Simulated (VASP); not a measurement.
# Al3B2P5 (I-4m2) in VASP: notebook

Runs on Al3B2P5. Level: PBE. Tasks: single point.

All numbers are computed with VASP 6.6.1; they aren't measurements. Logs are shortened: lines on timing, memory, paths and dates and some standing lists are left out, and cuts for length are marked.

### 1 The cell of the first run

It takes space group I-4m2 (No. 119, tetragonal). Conventional cell: a = 3.582 Å, b = 3.582 Å, c = 25.327 Å, α = 90.00°, β = 90.00°, γ = 90.00°. Within 2.9 Å of Al (site symmetry -4m2) lie 4 P at 2.19 Å. Within 2.9 Å of Al (site symmetry 2mm) lie 4 P at 2.19 Å. Within 2.9 Å of B (site symmetry 2mm) lie 4 P at 2.19 Å. Within 2.9 Å of P (site symmetry 2mm) lie 2 B at 2.19 Å and 2 Al at 2.19 Å. P (site symmetry 2mm) has 2 Al at 2.19 Å and 2 B at 2.19 Å within 2.9 Å. P (site symmetry -4m2) has 4 Al at 2.19 Å within 2.9 Å.

### 2 Single point, PBE

Contents of INCAR:

```
SYSTEM = Al3B2P5
PREC = Accurate
ENCUT = 520
EDIFF = 1E-7
ISMEAR = 0
SIGMA = 0.1
LREAL = .FALSE.
LASPH = .TRUE.
NELM = 100
ALGO = Normal
ISIF = 2
LWAVE = .FALSE.
LCHARG = .TRUE.
GGA = PE
LELF = .TRUE.
LVHAR = .TRUE.
NBANDS = 31
```

Contents of KPOINTS:

```
regular mesh
0
G
  6 6 6
  0 0 0
```

Contents of POSCAR:

```
Al3B2P5
1.0
   -1.7908880700      1.7908880700     12.6634909600
    1.7908880700     -1.7908880700     12.6634909600
    1.7908880700      1.7908880700    -12.6634909600
Al B P
3 2 5
Direct
    0.5000000000      0.5000000000      0.0000000000
    0.7000000000      0.7000000000      0.0000000000
    0.3000000000      0.3000000000      0.0000000000
    0.9000000000      0.9000000000      0.0000000000
    0.1000000000      0.1000000000      0.0000000000
    0.4500000000      0.9500000000      0.5000000000
    0.0500000000      0.5500000000      0.5000000000
    0.6500000000      0.1500000000      0.5000000000
    0.2500000000      0.7500000000      0.5000000000
    0.8500000000      0.3500000000      0.5000000000
```

Potentials or basis: VASP PAW PBE potentials, release 64 (Al, B, P).

Started as:

```
cat potpaw_PBE.64/Al/POTCAR potpaw_PBE.64/B/POTCAR potpaw_PBE.64/P/POTCAR > POTCAR
mpirun -np 1 vasp_std > vasp.out
```

OUTCAR:

```text
SYSTEM = Al3B2P5
   PREC = Accurate
   ENCUT = 520
   EDIFF = 1E-7
   ISMEAR = 0
   LREAL = .FALSE.
   LASPH = .TRUE.
   NELM = 100
   ISIF = 2
   GGA = PE

 ion  position               nearest neighbor table
   1  0.500  0.500  0.000-   7 2.19   6 2.19   7 2.19   6 2.19
   2  0.700  0.700  0.000-   9 2.19   9 2.19   8 2.19   8 2.19
   3  0.300  0.300  0.000-   9 2.19   9 2.19  10 2.19  10 2.19
   4  0.900  0.900  0.000-  10 2.19  10 2.19   6 2.19   6 2.19
   5  0.100  0.100  0.000-   8 2.19   8 2.19   7 2.19   7 2.19
   6  0.450  0.950  0.500-   1 2.19   1 2.19   4 2.19   4 2.19
   7  0.050  0.550  0.500-   1 2.19   1 2.19   5 2.19   5 2.19
   8  0.650  0.150  0.500-   5 2.19   5 2.19   2 2.19   2 2.19
   9  0.250  0.750  0.500-   3 2.19   2 2.19   3 2.19   2 2.19
  10  0.850  0.350  0.500-   4 2.19   4 2.19   3 2.19   3 2.19

  LATTYP: Found a body centered tetragonal cell.
 ALAT       =     3.5817761400
 C/A-ratio  =     7.0710677971

  Lattice vectors:

 A1 = (  -1.7908880700,   1.7908880700,  12.6634909600)
 A2 = (   1.7908880700,  -1.7908880700,  12.6634909600)
 A3 = (   1.7908880700,   1.7908880700, -12.6634909600)

Analysis of symmetry for initial positions (statically):
=====================================================================
 Subroutine PRICEL returns:
 Original cell was already a primitive cell.

 Routine SETGRP: Setting up the symmetry group for a
 body centered tetragonal supercell.

 Subroutine GETGRP returns: Found  8 space group operations
 (whereof  8 operations were pure point group operations)
 out of a pool of 16 trial point group operations.

The static configuration has the point symmetry D_2d.

Analysis of symmetry for dynamics (positions and initial velocities):
=====================================================================
 Subroutine PRICEL returns:
 Original cell was already a primitive cell.

 Routine SETGRP: Setting up the symmetry group for a
 body centered tetragonal supercell.

 Subroutine GETGRP returns: Found  8 space group operations
 (whereof  8 operations were pure point group operations)
 out of a pool of 16 trial point group operations.

The dynamic configuration has the point symmetry D_2d.

 Subroutine INISYM returns: Found  8 space group operations
 (whereof  8 operations are pure point group operations),
 and found     1 'primitive' translations

----------------------------------------------------------------------------------------
[... 118 lines left out ...]
   TEBEG  =    0.0;   TEEND  =   0.0 temperature during run
   PSTRESS=    0.0 pullay stress
   NELECT =      40.0000    total number of electrons
   NUPDOWN=      -1.0000    fix difference up-down
   EMIN   =  10.00;   EMAX   =-10.00  energy-range for DOS
   EFERMI =   0.00;   METHOD = LEGACY
   ISMEAR =     0;   SIGMA  =   0.10  broadening in eV -4-tet -1-fermi 0-gaus
   EFERMI_NEDOS =   21; number of points for ismear=-14 and -15
   IALGO  =     38    algorithm
   IMIX   =      4    mixing-type and parameters
     AMIX     =   0.40;   BMIX     =  1.00
     AMIX_MAG =   1.60;   BMIX_MAG =  1.00
  volume/ion in A,a.u.               =      16.25       109.63
  Fermi-wavevector in a.u.,A,eV,Ry     =   1.026073  1.938996 14.324551  1.052825
  Thomas-Fermi vector in A             =   2.159946
   LORBIT       =      0    0 simple, 1 ext, 2 COOP (PROOUT), +10 PAW based schemes
   GGA     = PE    functional components
   LHFCALC =     F    Hartree Fock is set to
   AEXX    =    0.0000 exact exchange contribution
   IVDW    =     0    specifies the selected vdW correction
   LEPSILON=     F    determine dielectric tensor
   LRPA    =     F    only Hartree local field effects (RPA)
 non-spin polarized calculation
 Gauss-broadening in eV      SIGMA  =   0.10
  energy-cutoff  :      520.00
  volume of cell :      162.46
 maximum number of plane-waves:      4405
   NGX = 49   NGY = 49   NGZ = 49

 number of electron      40.0000000 magnetization

 Free energy of the ion-electron system (eV)
  ---------------------------------------------------
  ext. energy  EPLUGINS =         0.00000000
  ---------------------------------------------------
  free energy    TOTEN  =       -52.20873573 eV

  energy without entropy =      -52.20873573  energy(sigma->0) =      -52.20873573

 E-fermi :   6.2784     XC(G=0):  -9.8873

 val. band max:        5.8344545133   @ k =   0.0000   0.0000   0.0000
 cond. band min:       6.9942313194   @ k =   0.5000   0.5000   0.0000
 fundamental gap:      1.1597768061
 Fermi energy:         6.2783813246

 k-point     1 :       0.0000    0.0000    0.0000
  band No.  band energies     occupation
      1      -7.2118      2.00000
      2      -6.5326      2.00000
      3      -6.3801      2.00000
      4      -4.6341      2.00000
      5      -4.5133      2.00000
      6      -0.1003      2.00000
[... 805 lines left out ...]
     30      10.2415      0.00000
     31      10.4282      0.00000

 [... further k-points ...]

------------------------ aborting loop because EDIFF is reached ----------------------------------------

  FORCE on cell =-STRESS in cart. coord.  units (eV):
  Direction    XX          YY          ZZ          XY          YZ          ZX
  --------------------------------------------------------------------------------------
  -------------------------------------------------------------------------------------
  Total       11.0526517     11.0526517      9.7518407      0.0000000     -0.0000000      0.0000000
  in kB      109.0000616    109.0000616     96.1716039      0.0000000     -0.0000000      0.0000000
  external PRESSURE =     104.7239090 kB  Pullay stress =       0.0000000 kB

 VOLUME and BASIS-vectors are now :
 -----------------------------------------------------------------------------
  energy-cutoff  :      520.00
  volume of cell :      162.46
      direct lattice vectors                 reciprocal lattice vectors
    -1.790888070  1.790888070 12.663490960     0.000000000  0.279191094  0.039483583
     1.790888070 -1.790888070 12.663490960     0.279191094  0.000000000  0.039483583
     1.790888070  1.790888070-12.663490960     0.279191094  0.279191094  0.000000000

 POSITION                                       TOTAL-FORCE (eV/Angst)
 -----------------------------------------------------------------------------------
      0.00000      0.00000     12.66349         0.000000      0.000000     -0.000000
      0.00000      0.00000     17.72889         0.000000      0.000000     -0.265059
      0.00000      0.00000      7.59809         0.000000      0.000000      0.265059
      0.00000      0.00000     22.79428         0.000000      0.000000     -0.015634
      0.00000      0.00000      2.53270         0.000000      0.000000      0.015634
      1.79089     -0.00000     11.39714        -0.000000     -0.000000     -4.184280
      1.79089      0.00000      1.26635        -0.000000     -0.000000      4.184280
      0.00000      1.79089      3.79905         0.000000      0.000000     -4.233410
      1.79089      0.00000      6.33175         0.000000      0.000000     -0.000000
      0.00000      1.79089      8.86444        -0.000000     -0.000000      4.233410
 -----------------------------------------------------------------------------------
    total drift:                                0.000000     -0.000000     -0.000000

  FREE ENERGIE OF THE ION-ELECTRON SYSTEM (eV)
  ---------------------------------------------------
  free  energy   TOTEN  =       -52.2087357340 eV

  energy  without entropy=      -52.2087357340  energy(sigma->0) =      -52.20873573
```

OSZICAR:

```text
N       E                     dE             d eps       ncg     rms          rms(c)
DAV:   1     0.118007328604E+03    0.11801E+03   -0.16172E+04  1860   0.109E+03
DAV:   2    -0.436019947848E+02   -0.16161E+03   -0.15343E+03  2307   0.175E+02
DAV:   3    -0.534720708130E+02   -0.98701E+01   -0.97842E+01  2392   0.420E+01
DAV:   4    -0.536408989675E+02   -0.16883E+00   -0.16833E+00  2476   0.621E+00
DAV:   5    -0.536438819343E+02   -0.29830E-02   -0.29824E-02  2426   0.852E-01    0.115E+01
DAV:   6    -0.525162229058E+02    0.11277E+01   -0.10777E+00  2232   0.413E+00    0.729E+00
DAV:   7    -0.522214399865E+02    0.29478E+00   -0.15956E+00  2245   0.476E+00    0.187E+00
DAV:   8    -0.522092789897E+02    0.12161E-01   -0.11475E-01  2226   0.160E+00    0.130E+00
DAV:   9    -0.522088089397E+02    0.47005E-03   -0.20987E-02  2349   0.568E-01    0.305E-01
DAV:  10    -0.522085530833E+02    0.25586E-03   -0.31866E-03  2259   0.242E-01    0.154E-01
DAV:  11    -0.522086672117E+02   -0.11413E-03   -0.62195E-04  2395   0.107E-01    0.820E-02
DAV:  12    -0.522087040211E+02   -0.36809E-04   -0.68802E-05  2430   0.364E-02    0.296E-02
DAV:  13    -0.522087345705E+02   -0.30549E-04   -0.43517E-05  2210   0.312E-02    0.254E-02
DAV:  14    -0.522087353817E+02   -0.81120E-06   -0.53223E-06  2483   0.104E-02    0.101E-02
DAV:  15    -0.522087356832E+02   -0.30152E-06   -0.71012E-07  2364   0.343E-03    0.102E-02
DAV:  16    -0.522087357340E+02   -0.50733E-07   -0.67850E-07  2257   0.373E-03
   1 F= -.52208736E+02 E0= -.52208736E+02  d E =-.145139E-11
```

stdout:

```text
POSCAR found type information on POSCAR AlB P
 POSCAR found :  3 types and      10 ions
 scaLAPACK will be used
 LDA part: xc-table for (Slater+PW92), standard interpolation
 POSCAR, INCAR and KPOINTS ok, starting setup
 FFT: planning ... GRIDC
 FFT: planning ... GRID_SOFT
 FFT: planning ... GRID
 WAVECAR not read
 entering main loop
```

It took 17 min on 1 thread of AMD EPYC 9R45 (Zen 5), shared host; peak memory 1.5 GiB.

Results:

```
Free energy            : -52.2087 eV
Pressure               : 10.5 GPa
Largest force          : 4.233 eV/Å
Band gap on the k mesh : 1.16 eV (least direct gap 1.20 eV)
```

Forces on the atoms (eV/Å):
```
Al   0.000  0.000  0.000
Al   0.000  0.000 -0.265
Al   0.000  0.000  0.265
B    0.000  0.000 -0.016
B    0.000  0.000  0.016
P    0.000  0.000 -4.184
P    0.000  0.000  4.184
P    0.000  0.000 -4.233
P    0.000  0.000  0.000
P    0.000  0.000  4.233
```

Stress tensor (GPa, compression positive):
```
10.90  0.00  0.00
 0.00 10.90  0.00
 0.00  0.00  9.62
```

Levels at points of the mesh, in eV from the valence-band top:
| k point | band 17 | band 18 | band 19 | band 20 | band 21 | band 22 | band 23 | band 24 |
| --- | --- | --- | --- | --- | --- | --- | --- | --- |
| (0.00, 0.00, 0.00) | -1.17 | -0.28 | 0.00 | 0.00 | 1.20 | 1.65 | 2.10 | 2.34 |
| (0.50, 0.00, 0.00) | -1.29 | -1.18 | -0.98 | -0.93 | 2.15 | 2.92 | 3.67 | 3.79 |
| (0.50, 0.50, 0.00) | -3.27 | -3.26 | -2.89 | -2.81 | 1.16 | 1.37 | 2.10 | 2.36 |
| (0.50, 0.50, 0.50) | -0.59 | -0.59 | -0.38 | -0.38 | 1.47 | 1.59 | 1.62 | 2.03 |

Caveat: the cell stands under pressure; forces of over 1 eV/Å act on the atoms, so gaps and moduli don't describe the material at rest.

### 3 Single point, PBE

This run uses another cell than the first one, of 16.96 Å³/atom.

Contents of INCAR:

```
ALGO = Normal
EDIFF = 1E-6
ENCUT = 520
GGA = PE
ISIF = 2
ISMEAR = 0
LASPH = T
LCHARG = F
LREAL = F
LWAVE = F
NBANDS = 31
NELM = 100
PREC = Accurate
SIGMA = 0.1
```

Contents of KPOINTS:

```
k-points
0
Gamma
  6 6 6
```

Contents of POSCAR:

```
Al3B2P5
1.0
   -1.7861323660      1.7861323660     13.2937808988
    1.7861323660     -1.7861323660     13.2937808988
    1.7861323660      1.7861323660    -13.2937808988
Al B P
3 2 5
Direct
    0.5000000000      0.5000000000      0.0000000000
    0.6945295374      0.6945295374      0.0000000000
    0.3054704626      0.3054704626      0.0000000000
    0.9028491563      0.9028491563      0.0000000000
    0.0971508437      0.0971508437      0.0000000000
    0.4434603788      0.9434603788      0.5000000000
    0.0565396212      0.5565396212      0.5000000000
    0.6378483606      0.1378483606      0.5000000000
    0.2500000000      0.7500000000      0.5000000000
    0.8621516394      0.3621516394      0.5000000000
```

Potentials or basis: VASP PAW PBE potentials, release 64 (Al, B, P).

Started as:

```
cat potpaw_PBE.64/Al/POTCAR potpaw_PBE.64/B/POTCAR potpaw_PBE.64/P/POTCAR > POTCAR
mpirun -np 1 vasp_std > vasp.out
```

It took 25 min on 1 thread of AMD EPYC 9R45 (Zen 5), shared host; peak memory 1.9 GiB.

It converged, with:

- Free energy: -54.5250 eV
- Pressure: 0.0 GPa
- Largest force: 0.025 eV/Å
- Band gap on the k mesh: 0.82 eV (least direct gap 0.88 eV)

Forces in eV/Å, atoms in the order of the input:
```
Al   0.000  0.000  0.000
Al   0.000  0.000 -0.025
Al   0.000  0.000  0.025
B    0.000  0.000 -0.015
B    0.000  0.000  0.015
P    0.000  0.000  0.002
P    0.000  0.000 -0.002
P    0.000  0.000  0.000
P    0.000  0.000  0.000
P    0.000  0.000  0.000
```

Levels at points of the mesh, in eV from the valence-band top:
```tsv
k point	band 18	band 19	band 20	band 21	band 22	band 23
(0.00, 0.00, 0.00)	-0.46	0.00	0.00	0.88	0.95	1.25
(0.50, 0.00, 0.00)	-0.68	-0.64	-0.60	1.55	2.06	2.99
(0.50, 0.50, 0.00)	-3.48	-3.20	-2.89	0.92	1.54	1.72
(0.50, 0.50, 0.50)	-0.46	-0.24	-0.24	0.82	1.07	1.31
```
